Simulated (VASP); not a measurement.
Set up this calculation in VASP 6.6.1, as the native input.

| Property | Result |
| --- | --- |
| Task | single point |
| Functional | LDA |
| Potentials or basis | VASP PAW LDA potentials, release 64 (Pd) |
| Cutoff | 520 eV |
| k mesh | 9 × 9 × 9 |
| Occupations | fermi-dirac, width 0.05 eV |
| Spin | non-collinear spin, zero start, spin-orbit coupling |
| Starting moments | [[0.0, 0.0, 0.0]] μB |
| Dipole correction | no |
| Further INCAR settings | ALGO = Normal; EDIFF = 1e-06; NBANDS = 21 |

The structure of Pd lies in POSCAR:

```
Pd
1.0
    0.0000000000      1.9465000000      1.9465000000
    1.9465000000      0.0000000000      1.9465000000
    1.9465000000      1.9465000000      0.0000000000
Pd
1
Direct
    0.0000000000      0.0000000000      0.0000000000
```

These files were run (other wordings do the same):

INCAR

```
PREC = Accurate
ENCUT = 520
EDIFF = 1E-6
ISMEAR = -1
SIGMA = 0.05
LREAL = F
LASPH = T
NELM = 150
ALGO = Normal
ISIF = 2
LWAVE = F
LCHARG = T
LNONCOLLINEAR = T
MAGMOM = 0 0 0
LORBIT = 11
LSORBIT = T
GGA_COMPAT = F
LORBMOM = T
LMAXMIX = 4
GGA = CA
LVHAR = T
NBANDS = 21
```

KPOINTS

```
regular mesh
0
Gamma
  9 9 9
```

Potentials or basis: VASP PAW LDA potentials, release 64 (Pd).

Command:

```bash
$ cat potpaw_LDA.64/Pd/POTCAR > POTCAR
$ mpirun -np 1 vasp_ncl > vasp.out
```

Results of the run:

```
Pressure                                              : -8.4 GPa
Net moment                                            : 0.00 μB per cell
Valence electrons inside the program's atomic spheres : Pd 9.43
```

Run time: 33 s on 1 thread of Intel Xeon 8259CL (shared host), peak memory 0.15 GiB.
